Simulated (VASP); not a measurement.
W, 1 atom in the cell. The structure is cubic, space group Im-3m (No. 229). The conventional cell has a = 3.257 Å, b = 3.257 Å, c = 3.257 Å, α = 90.00°, β = 90.00°, γ = 90.00°. W (site symmetry m-3m) has 14 W at 2.82 to 3.26 Å within 3.7 Å.  This cell differs from its parent crystal: volume scaled by 1.06.

```yaml
Program: VASP 6.6.1
Task: electric field gradients
Functional: PBE
Potentials_or_basis: VASP PAW PBE potentials, release 64 (W_sv)
Cutoff: 520 eV
k_mesh: 14 × 14 × 14
Occupations: fermi-dirac, width 0.08 eV
Spin: no spin polarisation
Dipole_correction: no
Further_INCAR_settings: ALGO = Normal; EDIFF = 1e-08; NBANDS = 13
```

Potentials or basis: VASP PAW PBE potentials, release 64 (W_sv).

The run is started by

```sh
$ cat potpaw_PBE.64/W_sv/POTCAR > POTCAR
$ mpirun -np 1 vasp_std > vasp.out
```

Hardware: 1 thread of Intel(R) Xeon(R) 6975P-C (Granite Rapids) (shared host).

Q: Estimate the wall time of this run.

A: Wall time 8.7 s on 1 thread of Intel(R) Xeon(R) 6975P-C (Granite Rapids), on a shared host, peak memory 0.15 GiB. Counts: scf iterations 13, k points 104.
